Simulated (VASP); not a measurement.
Input of a VASP 6.6.1 run:

INCAR

```
PREC = Accurate
ENCUT = 520
EDIFF = 1E-7
ISMEAR = 0
SIGMA = 0.05
LREAL = F
LASPH = T
NELM = 60
ALGO = Normal
ISIF = 2
LWAVE = F
LCHARG = F
GGA = PE
NBANDS = 20
```

KPOINTS

```
regular mesh
0
Gamma
  8 8 8
```

POSCAR

```
CdF2
1.0
    0.0000000000      2.6555330240      2.4510569811
    2.6555330240      0.0000000000      2.4510569811
    2.6555330240      2.6555330240      0.0000000000
Cd F
1 2
Direct
    0.0000000000      0.0000000000      0.0000000000
    0.2500000000      0.2500000000      0.2500000000
    0.7500000000      0.7500000000      0.7500000000
```

Potentials or basis: VASP PAW PBE potentials, release 64 (Cd, F).

Launch:

```sh
$ cat potpaw_PBE.64/Cd/POTCAR potpaw_PBE.64/F/POTCAR > POTCAR
$ mpirun -np 1 vasp_std > vasp.out
```

(1) Predict the pressure.

(2) Estimate the band gap on the k mesh.

## Answers

(1) 26.3 GPa.

(2) 3.33 eV (least direct gap 3.69 eV).

Caveat: the stress differs along the axes, from 23 to 33 GPa.
